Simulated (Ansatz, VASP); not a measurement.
# H10CO6 in VASP and in Ansatz

```
CELL_PARAMETERS angstrom
5.48148 0.00000 0.00000
0.00000 5.48148 0.00000
0.00000 0.00000 5.48148
ATOMIC_POSITIONS crystal
O 0.03399 0.04826 0.01663
O 0.86648 0.40156 0.64884
O 0.29020 0.69873 0.18421
O 0.64518 0.81045 0.81022
O 0.46063 0.25194 0.04284
O 0.46448 0.09947 0.42811
H 0.90735 0.96887 0.91172
H 0.10538 0.90430 0.10627
H 0.97133 0.32791 0.77235
H 0.72795 0.28923 0.64214
H 0.41574 0.70960 0.05453
H 0.25837 0.52584 0.20284
H 0.72313 0.65967 0.74441
H 0.56991 0.89393 0.66968
H 0.28834 0.17944 0.02385
H 0.76923 0.20693 0.23637
C 0.56821 0.18375 0.24891
```

Alike in both runs: functional PBE; dispersion D3(BJ); k mesh 1 × 1 × 1; occupations fermi-dirac, width 0.02 eV; no spin polarisation.

Ansatz relaxed the structure, and its values are those at the end. VASP's run is a single point on that final structure, the one shown.

|  | VASP | Ansatz |
| --- | --- | --- |
| version | VASP 6.6.1 | Ansatz 0.2.0 |
| potentials or method | VASP PAW PBE potentials, release 64 (O_h, H_h, C_h), cutoff 1000 eV | scalar-relativistic, plane waves, PAW |
| valence electrons in the cell | 50 | 50 |

```tsv
	VASP	Ansatz	Ansatz less VASP
rms of the force components (eV/Å)	0.067	0.067	-0.0001
```
